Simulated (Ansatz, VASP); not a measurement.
## CdS in VASP and in Ansatz

Contents of INCAR:

```
ALGO     = Normal         # electronic algorithm
EDIFF    = 1E-7           # SCF threshold, eV
ENCUT    = 520            # plane-wave cutoff, eV
GGA      = PS             # functional
GGA_COMPAT= F            
ISIF     = 2              # what is computed and relaxed
ISMEAR   = 0              # smearing method
LASPH    = T              # aspherical terms in the spheres
LCHARG   = T              # write CHGCAR
LORBIT   = 11             # projections on sites
LORBMOM  = T            
LREAL    = F              # projectors in reciprocal space
LSORBIT  = T              # spin-orbit coupling
LVHAR    = T            
LWAVE    = F              # write WAVECAR
MAGMOM   = 0 0 0 0 0 0    # initial moments
NBANDS   = 30             # bands
NELM     = 150            # most SCF steps
PREC     = Accurate       # precision mode
SIGMA    = 0.01           # smearing width, eV
```

Contents of KPOINTS:

```
k-points
0
Gamma
  6 6 6
```

Contents of POSCAR:

```
CdS
1.0
    0.0000000000      2.8977219781      2.8977219781
    2.8977219781      0.0000000000      2.8977219781
    2.8977219781      2.8977219781      0.0000000000
Cd S
1 1
Direct
    0.0000000000      0.0000000000      0.0000000000
    0.7500000000      0.7500000000      0.7500000000
```

Input for Ansatz:

```yaml
crystal:
  lattice:
    - [0.0, 2.89772197809, 2.89772197809]
    - [2.89772197809, 0.0, 2.89772197809]
    - [2.89772197809, 2.89772197809, 0.0]
  atoms:
    - { symbol: Cd, position: [0.0, 0.0, 0.0] }
    - { symbol: S, position: [0.75, 0.75, 0.75] }
kpoints:
  mp_grid: { grid: [6, 6, 6] }
scf:
  occupations: { method: fixed }
  convergence: { dr2_threshold: 1.0e-10 }
hamiltonian:
  xc: pbesol
  pseudopotentials: { kind: all_electron, lapw: { basis_error: 0.0005 } }
magnetization:
  noncollinear: true
  spin_orbit: true
output:
  forces: true
  stress: true
  eigenstates:
    kpoints:
      - [0.0, 0.0, 0.0]
      - [0.5, 0.5, 0.0]
      - [0.5, 0.0, 0.5]
      - [0.0, 0.5, 0.5]
      - [0.0, 0.5, 0.0]
      - [0.5, 0.0, 0.0]
      - [0.0, 0.0, 0.5]
      - [0.5, 0.5, 0.5]
  eigenvalues: true
```

Alike in both runs: task single point; functional PBEsol; k mesh 6 × 6 × 6; non-collinear spin, spin-orbit coupling.

```csv
,VASP,Ansatz
version,VASP 6.6.1,Ansatz 0.2.0
potentials or method,"VASP PAW PBE potentials, release 64 (Cd, S), cutoff 520 eV",all-electron LAPW
occupations,"gaussian, width 0.01 eV",fixed
```

```tsv
	VASP	Ansatz	Ansatz less VASP
pressure (GPa)	1.3	0.9	-0.43
net moment per atom (μB)	0.00	0.00	0.000
```

VASP's potentials were made for PBE, not for PBEsol. Ansatz ran all-electron here, and VASP with PAW potentials.
